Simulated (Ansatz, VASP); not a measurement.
## NiO2 in VASP and in Ansatz

```xyz
6
Lattice="2.5412 0.0000 0.0000 -1.2706 2.2007 0.0000 0.0000 0.0000 12.2330" Properties=species:S:1:pos:R:3 pbc="T T T"
Ni    0.0000    0.0000    0.0000
Ni    0.0000    0.0000    6.1165
O     1.2706    0.7336    1.1205
O     1.2706    0.7336    4.9961
O     0.0000    1.4672   11.1126
O     0.0000    1.4672    7.2370
```

Alike in both runs: task single point; functional r2SCAN; k mesh 12 × 12 × 4; occupations gaussian, width 0.05 eV; no spin polarisation.

|  | VASP | Ansatz |
| --- | --- | --- |
| version | VASP 6.6.1 | Ansatz 0.2.0 |
| potentials or method | VASP PAW PBE potentials, release 64 (Ni, O), cutoff 520 eV | scalar-relativistic, plane waves, PAW |
| valence electrons in the cell | 44 | 60 |

VASP gave:

```
gap on the k mesh at the Fermi level (eV)                     : 1.68
least direct gap on the mesh (eV)                             : 1.82
pressure (GPa)                                                : 15.6
traceless stress, the component that is largest in VASP (GPa) : -30.39
rms of the force components (eV/Å)                            : 0.642
```

**Question.** What did Ansatz give for the same quantities?

**Answer.** gap on the k mesh at the Fermi level (eV): 1.77; least direct gap on the mesh (eV): 1.90; pressure (GPa): 13.9; traceless stress, the component that is largest in VASP (GPa): -30.83; rms of the force components (eV/Å): 0.747.

VASP's potentials were made for PBE, not for r2SCAN. Atom by atom the forces differ by 0.105 eV/Å (rms over components). The functional is the same, so the differences come from potentials, cutoffs and numerics. VASP's potentials hold 44 valence electrons a cell and Ansatz's 60, so a difference there can come from the potentials and not from the codes.
